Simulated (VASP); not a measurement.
# PtSe (Fm-3m) in VASP: a series of runs, part 2 of 2

VASP 6.6.1. The steps go on from the part before.

## Step 3: Single point, PBEsol, collinear spin (17.34 Å³/atom)

This run uses another cell than the first one, of 17.34 Å³/atom.

Input file INCAR:

```
SYSTEM = PtSe
PREC = Accurate ; ENCUT = 520
EDIFF = 1E-6 ; ISMEAR = 0
SIGMA = 0.05 ; LREAL = .False.
LASPH = .True. ; NELM = 150
ALGO = Normal ; ISIF = 2
LWAVE = .False. ; LCHARG = .False.
ISPIN = 2 ; MAGMOM = 0.05 0
LORBIT = 11 ; LMAXMIX = 4
GGA = PS ; NBANDS = 19
```

Input file KPOINTS:

```
Automatic mesh
0
Gamma
  10 10 10
  0 0 0
```

Input file POSCAR:

```
PtSe
1.0
    0.0000000000      2.5883995220      2.5883995220
    2.5883995220      0.0000000000      2.5883995220
    2.5883995220      2.5883995220      0.0000000000
Pt Se
1 1
Direct
    0.5000000000      0.5000000000      0.5000000000
    0.0000000000      0.0000000000      0.0000000000
```

Potentials or basis: VASP PAW PBE potentials, release 64 (Pt, Se).

Started as:

```sh
$ cat potpaw_PBE.64/Pt/POTCAR potpaw_PBE.64/Se/POTCAR > POTCAR
$ mpirun -np 1 vasp_std > vasp.out
```

OUTCAR:

```text
SYSTEM = PtSe
   PREC = Accurate
   ENCUT = 520
   EDIFF = 1E-6
   ISMEAR = 0
   LREAL = .False.
   LASPH = .True.
   NELM = 150
   ISIF = 2
   ISPIN = 2
   LORBIT = 11
   GGA = PS

 ion  position               nearest neighbor table
   1  0.500  0.500  0.500-   2 2.59   2 2.59   2 2.59   2 2.59   2 2.59   2 2.59
   2  0.000  0.000  0.000-   1 2.59   1 2.59   1 2.59   1 2.59   1 2.59   1 2.59

  LATTYP: Found a face centered cubic cell.
 ALAT       =     5.1767990440

  Lattice vectors:

 A1 = (   0.0000000000,   2.5883995220,   2.5883995220)
 A2 = (   2.5883995220,   0.0000000000,   2.5883995220)
 A3 = (   2.5883995220,   2.5883995220,   0.0000000000)

Analysis of symmetry for initial positions (statically):
=====================================================================
 Subroutine PRICEL returns:
 Original cell was already a primitive cell.

 Routine SETGRP: Setting up the symmetry group for a
 face centered cubic supercell.

 Subroutine GETGRP returns: Found 48 space group operations
 (whereof 48 operations were pure point group operations)
 out of a pool of 48 trial point group operations.

The static configuration has the point symmetry O_h .

Analysis of symmetry for dynamics (positions and initial velocities):
=====================================================================
 Subroutine PRICEL returns:
 Original cell was already a primitive cell.

 Routine SETGRP: Setting up the symmetry group for a
 face centered cubic supercell.

 Subroutine GETGRP returns: Found 48 space group operations
 (whereof 48 operations were pure point group operations)
 out of a pool of 48 trial point group operations.

The dynamic configuration has the point symmetry O_h .

Analysis of structural, dynamic, and magnetic symmetry:
=====================================================================
 Subroutine PRICEL returns:
 Original cell was already a primitive cell.

 Routine SETGRP: Setting up the symmetry group for a
 face centered cubic supercell.

 Subroutine GETGRP returns: Found 48 space group operations
 (whereof 48 operations were pure point group operations)
 out of a pool of 48 trial point group operations.

The overall configuration has the point symmetry O_h .

 Subroutine INISYM returns: Found 48 space group operations
 (whereof 48 operations are pure point group operations),
 and found     1 'primitive' translations

----------------------------------------------------------------------------------------

                                     Primitive cell

  volume of cell :      34.6836

  direct lattice vectors                    reciprocal lattice vectors
     0.000000000  2.588399522  2.588399522    -0.193169561  0.193169561  0.193169561
     2.588399522  0.000000000  2.588399522     0.193169561 -0.193169561  0.193169561
     2.588399522  2.588399522  0.000000000     0.193169561  0.193169561 -0.193169561

  length of vectors
     3.660549709  3.660549709  3.660549709     0.334579495  0.334579495  0.334579495

  position of ions in fractional coordinates (direct lattice)
     0.500000000  0.500000000  0.500000000
     0.000000000  0.000000000  0.000000000

  ion indices of the primitive-cell ions
   primitive index   ion index
                 1           1
                 2           2

----------------------------------------------------------------------------------------

 KPOINTS: Automatic mesh

Automatic generation of k-mesh.
[... 59 lines left out ...]
   ICHARG =      2    charge: 1-file 2-atom 10-const
   ISPIN  =      2    spin polarized calculation?
   LNONCOLLINEAR =      F non collinear calculations
   LSORBIT =      F    spin-orbit coupling
   LASPH  =      T    aspherical Exc in radial PAW
   ENCUT  =  520.0 eV  38.22 Ry    6.18 a.u.   6.81  6.81  6.81*2*pi/ulx,y,z
   NELM   =    150;   NELMIN=  2; NELMDL= -5     # of ELM steps
   EDIFF  = 0.1E-05   stopping-criterion for ELM
   LREAL  =      F    real-space projection
   EDIFFG = 0.1E-04   stopping-criterion for IOM
   NSW    =      0    number of steps for IOM
   IBRION =     -1    ionic relax: 0-MD 1-quasi-New 2-CG
   NFREE  =      0    steps in history (QN), initial steepest desc. (CG)
   ISIF   =      2    stress and relaxation
   ISYM   =      2    0-nonsym 1-usesym 2-fastsym
   POTIM  = 0.5000    time-step for ionic-motion
   TEBEG  =    0.0;   TEEND  =   0.0 temperature during run
   PSTRESS=    0.0 pullay stress
   NELECT =      16.0000    total number of electrons
   NUPDOWN=      -1.0000    fix difference up-down
   EMIN   =  10.00;   EMAX   =-10.00  energy-range for DOS
   EFERMI =   0.00;   METHOD = LEGACY
   ISMEAR =     0;   SIGMA  =   0.05  broadening in eV -4-tet -1-fermi 0-gaus
   EFERMI_NEDOS =   21; number of points for ismear=-14 and -15
   IALGO  =     38    algorithm
   IMIX   =      4    mixing-type and parameters
     AMIX     =   0.40;   BMIX     =  1.00
     AMIX_MAG =   1.60;   BMIX_MAG =  1.00
  volume/ion in A,a.u.               =      17.34       117.03
  Fermi-wavevector in a.u.,A,eV,Ry     =   1.264950  2.390410 21.770677  1.600100
  Thomas-Fermi vector in A             =   2.398229
   LORBIT       =     11    0 simple, 1 ext, 2 COOP (PROOUT), +10 PAW based schemes
   GGA     = PS    functional components
   LHFCALC =     F    Hartree Fock is set to
   AEXX    =    0.0000 exact exchange contribution
   IVDW    =     0    specifies the selected vdW correction
   LEPSILON=     F    determine dielectric tensor
   LRPA    =     F    only Hartree local field effects (RPA)
 spin polarized calculation
 Gauss-broadening in eV      SIGMA  =   0.05
  energy-cutoff  :      520.00
  volume of cell :       34.68
 maximum number of plane-waves:       951
   NGX = 13   NGY = 13   NGZ = 13

 number of electron      15.9999998 magnetization      -0.0000302

 number of electron      15.9999998 magnetization       0.0000792

 Free energy of the ion-electron system (eV)
  ---------------------------------------------------
  ext. energy  EPLUGINS =         0.00000000
  ---------------------------------------------------
  free energy    TOTEN  =       -10.88384913 eV

  energy without entropy =      -10.88299644  energy(sigma->0) =      -10.88342278

 E-fermi :   8.3010     XC(G=0): -11.9662

 val. band max:        8.2542996215   @ k =   0.4000   0.2000   0.0000
 cond. band min:       8.3238054856   @ k =   0.2000   0.1000   0.0000
 fundamental gap:      0.0695058641
 Fermi energy:         8.3010005889

 spin component 1

 k-point     1 :       0.0000    0.0000    0.0000
  band No.  band energies     occupation
      1      -7.4799      1.00000
      2       4.8173      1.00000
      3       4.8173      1.00000
      4       4.8173      1.00000
      5       4.8458      1.00000
      6       4.8458      1.00000
[... 517 lines left out ...]
     18      26.8616      0.00000
     19      27.5630      0.00000

 [... further k-points ...]

 spin component 2

 k-point     1 :       0.0000    0.0000    0.0000
  band No.  band energies     occupation
      1      -7.4799      1.00000
      2       4.8176      1.00000
      3       4.8176      1.00000
      4       4.8176      1.00000
      5       4.8456      1.00000
      6       4.8457      1.00000
[... 517 lines left out ...]
     18      26.8616      0.00000
     19      27.5630      0.00000

 [... further k-points ...]
[... 5 lines left out ...]
  --------------------------------------------------------------------------------------
  -------------------------------------------------------------------------------------
  Total        0.7163302      0.7163302      0.7163302      0.0000000      0.0000000      0.0000000
  in kB       33.0902388     33.0902388     33.0902388      0.0000000      0.0000000      0.0000000
  external PRESSURE =      33.0902388 kB  Pullay stress =       0.0000000 kB

 VOLUME and BASIS-vectors are now :
 -----------------------------------------------------------------------------
  energy-cutoff  :      520.00
  volume of cell :       34.68
      direct lattice vectors                 reciprocal lattice vectors
     0.000000000  2.588399522  2.588399522    -0.193169561  0.193169561  0.193169561
     2.588399522  0.000000000  2.588399522     0.193169561 -0.193169561  0.193169561
     2.588399522  2.588399522  0.000000000     0.193169561  0.193169561 -0.193169561

 POSITION                                       TOTAL-FORCE (eV/Angst)
 -----------------------------------------------------------------------------------
      2.58840      2.58840      2.58840        -0.000000      0.000000      0.000000
      0.00000      0.00000      0.00000         0.000000     -0.000000     -0.000000
 -----------------------------------------------------------------------------------
    total drift:                                0.000000      0.000000      0.000000

  FREE ENERGIE OF THE ION-ELECTRON SYSTEM (eV)
  ---------------------------------------------------
  free  energy   TOTEN  =       -10.8838491269 eV

  energy  without entropy=      -10.8829964400  energy(sigma->0) =      -10.88342278

 total charge

# of ion       s       p       d       tot
------------------------------------------
    1        0.653   0.443   8.217   9.312
    2        1.470   2.195   0.121   3.786
--------------------------------------------------
tot          2.123   2.638   8.337  13.098

 magnetization (x)

# of ion       s       p       d       tot
------------------------------------------
    1        0.000   0.000   0.000   0.000
    2       -0.000   0.000  -0.000  -0.000
--------------------------------------------------
tot         -0.000   0.000   0.000   0.000
```

It took 27 s on 1 thread of Intel Xeon 6975P-C (Granite Rapids), shared host; peak memory 0.2 GiB.

Results:

```yaml
Free_energy: -10.8838 eV
Pressure: 3.3 GPa
Band_gap_on_the_k_mesh: zero (filled and empty bands overlap)
Net_moment: 0.00 μB per cell
Valence_electrons_inside_the_program's_atomic_spheres: Pt 9.31; Se 3.79
```

Caveat: the cell stands under pressure; the PAW data sets were made with another functional, which shifts forces and pressure a little; spin-orbit coupling is left out, which moves the levels of the heavy elements.

## Step 4: Single point, PBEsol, collinear spin (17.54 Å³/atom)

This run uses another cell than the first one, of 17.54 Å³/atom.

Input file INCAR:

```
SYSTEM = PtSe
PREC = Accurate
ENCUT = 520
EDIFF = 1E-6
ISMEAR = 0
SIGMA = 0.05
LREAL = .False.
LASPH = .True.
NELM = 150
ALGO = Normal
ISIF = 2
LWAVE = .False.
LCHARG = .True.
ISPIN = 2
MAGMOM = 0.05 0
LORBIT = 11
LMAXMIX = 4
GGA = PS
LELF = .True.
LVHAR = .True.
NBANDS = 19
```

Input file KPOINTS:

```
regular mesh
0
Gamma
  10 10 10
  0 0 0
```

Input file POSCAR:

```
PtSe
1.0
    0.0000000000      2.5981621355      2.5981621355
    2.5981621355      0.0000000000      2.5981621355
    2.5981621355      2.5981621355      0.0000000000
Pt Se
1 1
Direct
    0.5000000000      0.5000000000      0.5000000000
    0.0000000000      0.0000000000      0.0000000000
```

Potentials or basis: VASP PAW PBE potentials, release 64 (Pt, Se).

Started as:

```sh
$ cat potpaw_PBE.64/Pt/POTCAR potpaw_PBE.64/Se/POTCAR > POTCAR
$ mpirun -np 1 vasp_std > vasp.out
```

OUTCAR:

```text
SYSTEM = PtSe
   PREC = Accurate
   ENCUT = 520
   EDIFF = 1E-6
   ISMEAR = 0
   LREAL = .False.
   LASPH = .True.
   NELM = 150
   ISIF = 2
   ISPIN = 2
   LORBIT = 11
   GGA = PS

 ion  position               nearest neighbor table
   1  0.500  0.500  0.500-   2 2.60   2 2.60   2 2.60   2 2.60   2 2.60   2 2.60
   2  0.000  0.000  0.000-   1 2.60   1 2.60   1 2.60   1 2.60   1 2.60   1 2.60

  LATTYP: Found a face centered cubic cell.
 ALAT       =     5.1963242710

  Lattice vectors:

 A1 = (   0.0000000000,   2.5981621355,   2.5981621355)
 A2 = (   2.5981621355,   0.0000000000,   2.5981621355)
 A3 = (   2.5981621355,   2.5981621355,   0.0000000000)

Analysis of symmetry for initial positions (statically):
=====================================================================
 Subroutine PRICEL returns:
 Original cell was already a primitive cell.

 Routine SETGRP: Setting up the symmetry group for a
 face centered cubic supercell.

 Subroutine GETGRP returns: Found 48 space group operations
 (whereof 48 operations were pure point group operations)
 out of a pool of 48 trial point group operations.

[... 721 lines left out ...]
      1      -7.5526      1.00000
      2       4.7109      1.00000
      3       4.7109      1.00000
      4       4.7109      1.00000
      5       4.7326      1.00000
      6       4.7326      1.00000
[... 517 lines left out ...]
     18      26.5904      0.00000
     19      27.3223      0.00000

 [... further k-points ...]
[... 5 lines left out ...]
  --------------------------------------------------------------------------------------
  -------------------------------------------------------------------------------------
  Total        0.3126963      0.3126963      0.3126963      0.0000000      0.0000000      0.0000000
  in kB       14.2825111     14.2825111     14.2825111      0.0000000      0.0000000      0.0000000
  external PRESSURE =      14.2825111 kB  Pullay stress =       0.0000000 kB

 VOLUME and BASIS-vectors are now :
 -----------------------------------------------------------------------------
  energy-cutoff  :      520.00
  volume of cell :       35.08
      direct lattice vectors                 reciprocal lattice vectors
     0.000000000  2.598162135  2.598162135    -0.192443725  0.192443725  0.192443725
     2.598162135  0.000000000  2.598162135     0.192443725 -0.192443725  0.192443725
     2.598162135  2.598162135  0.000000000     0.192443725  0.192443725 -0.192443725

 POSITION                                       TOTAL-FORCE (eV/Angst)
 -----------------------------------------------------------------------------------
      2.59816      2.59816      2.59816        -0.000000     -0.000000     -0.000000
      0.00000      0.00000      0.00000         0.000000      0.000000      0.000000
 -----------------------------------------------------------------------------------
    total drift:                                0.000000      0.000000      0.000000

  FREE ENERGIE OF THE ION-ELECTRON SYSTEM (eV)
  ---------------------------------------------------
  free  energy   TOTEN  =       -10.8897912447 eV

  energy  without entropy=      -10.8888330720  energy(sigma->0) =      -10.88931216

 total charge

# of ion       s       p       d       tot
------------------------------------------
    1        0.646   0.432   8.208   9.287
    2        1.471   2.187   0.117   3.775
--------------------------------------------------
tot          2.117   2.619   8.325  13.062

 magnetization (x)

# of ion       s       p       d       tot
------------------------------------------
    1        0.000   0.000   0.000   0.000
    2       -0.000   0.000  -0.000  -0.000
--------------------------------------------------
tot         -0.000   0.000   0.000   0.000
```

stdout:

```text
POSCAR found type information on POSCAR PtSe
 POSCAR found :  2 types and       2 ions
 scaLAPACK will be used
 -----------------------------------------------------------------------------
|                                                                             |
|                                                                             |
|     You enforced a specific xc type in the INCAR file but a different       |
|     I HOPE YOU KNOW WHAT YOU ARE DOING!                                     |
|                                                                             |
 -----------------------------------------------------------------------------

 LDA part: xc-table for (Slater+PW92), standard interpolation
 POSCAR, INCAR and KPOINTS ok, starting setup
 FFT: planning ... GRIDC
 FFT: planning ... GRID_SOFT
 FFT: planning ... GRID
 WAVECAR not read
 entering main loop
```

It took 25 s on 1 thread of Intel Xeon 6975P-C (Granite Rapids), shared host; peak memory 0.21 GiB.

What came out:

```yaml
Free_energy: -10.8898 eV
Pressure: 1.4 GPa
Band_gap_on_the_k_mesh: zero (filled and empty bands overlap)
Net_moment: 0.00 μB per cell
Valence_electrons_inside_the_program's_atomic_spheres: Pt 9.29; Se 3.77
```

Levels at points of the mesh, in eV from the Fermi level:
Spin up:
| k point | band 6 | band 7 | band 8 | band 9 | band 10 | band 11 |
| --- | --- | --- | --- | --- | --- | --- |
| (0.00, 0.00, 0.00) | -3.39 | -1.53 | -1.53 | -1.53 | 1.59 | 9.50 |
| (0.50, 0.00, 0.00) | -2.29 | -1.76 | 3.10 | 3.15 | 3.15 | 6.17 |
| (0.50, 0.50, 0.00) | -2.85 | -1.91 | -1.91 | -1.31 | 0.14 | 8.57 |
Spin down:
```
           k point  band 5  band 6  band 7  band 8  band 9  band 10  band 11  band 12
(0.00, 0.00, 0.00)   -3.39   -3.39   -1.53   -1.53   -1.53     1.59     9.50    11.67
(0.50, 0.00, 0.00)   -2.29   -2.29   -1.76    3.11    3.15     3.15     6.17     6.17
(0.50, 0.50, 0.00)   -3.37   -2.85   -1.91   -1.91   -1.31     0.14     8.57    11.72
```

Caveat: the PAW data sets were made with another functional, which shifts forces and pressure a little; spin-orbit coupling is left out, which moves the levels of the heavy elements.

## Step 5: Overview

| cell | gap on the mesh (eV) | pressure (GPa) | moment (μB) |
| --- | --- | --- | --- |
| a = 3.635 Å, angles 60.0°, 2 atoms | none | 7.0 | 0.00 |
| a = 3.661 Å, angles 60.0°, 2 atoms | none | 3.3 | 0.00 |
| a = 3.674 Å, angles 60.0°, 2 atoms | none | 1.4 | 0.00 |

Alike in all rows: task single point; level PBEsol; potentials or basis VASP PAW PBE potentials, release 64 (Pt, Se); spin collinear; k mesh 10 × 10 × 10; cutoff (eV) 520; smearing gaussian 0.05 eV.

Caveats: the PAW data sets were made with another functional, which shifts forces and pressure a little; spin-orbit coupling is left out, which moves the levels of the heavy elements; the cell stands under pressure (at least some runs).

Absolute energies hang on the potentials; compare differences alone.
